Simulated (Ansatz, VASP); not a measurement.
# InP in VASP and in Ansatz

INCAR

```
PREC = Accurate
ENCUT = 520
EDIFF = 1E-8
ISMEAR = -1
SIGMA = 0.03
LREAL = F
LASPH = T
NELM = 60
ALGO = Normal
ISIF = 2
LWAVE = F
LCHARG = F
GGA = PS
LEFG = T
NBANDS = 16
```

File KPOINTS:

```
regular mesh
0
Gamma
  11 11 11
```

Contents of POSCAR:

```
InP
1.0
    0.0000000000      2.8454514337      2.8454514337
    2.8454514337      0.0000000000      2.8454514337
    2.8454514337      2.8454514337      0.0000000000
In P
1 1
Direct
    0.0000000000      0.0000000000      0.0000000000
    0.5000000000      0.5000000000      0.5000000000
```

Input for Ansatz:

```yaml
crystal:
  lattice:
    - [0.0, 2.8454514337, 2.8454514337]
    - [2.8454514337, 0.0, 2.8454514337]
    - [2.8454514337, 2.8454514337, 0.0]
  atoms:
    - { symbol: In, position: [0.0, 0.0, 0.0] }
    - { symbol: P, position: [0.5, 0.5, 0.5] }
kpoints:
  mp_grid: { grid: [11, 11, 11] }
scf:
  occupations: { method: fermi_dirac, width: 0.03 }
hamiltonian:
  xc: pbesol
  pseudopotentials: { kind: all_electron, datasets: crystal }
output:
  forces: true
  stress: true
  eigenvalues: true
  efg: { contact_densities: true }
```

Change from the starting cell: volume scaled by 0.99, crystal datasets.

Alike in both runs: task electric field gradients; functional PBEsol; k mesh 11 × 11 × 11; occupations fermi-dirac, width 0.03 eV; no spin polarisation.

|  | VASP | Ansatz |
| --- | --- | --- |
| version | VASP 6.6.1 | Ansatz 0.2.0 |
| potentials or method | VASP PAW PBE potentials, release 64 (In_d, P), cutoff 520 eV | all-electron PAW with datasets made for the crystal, scalar-relativistic |

```tsv
	VASP	Ansatz	Ansatz less VASP
pressure (GPa)	-7.8	-7.8	-0.01
```

VASP's potentials were made for PBE, not for PBEsol. Ansatz ran all-electron here, and VASP with PAW potentials.
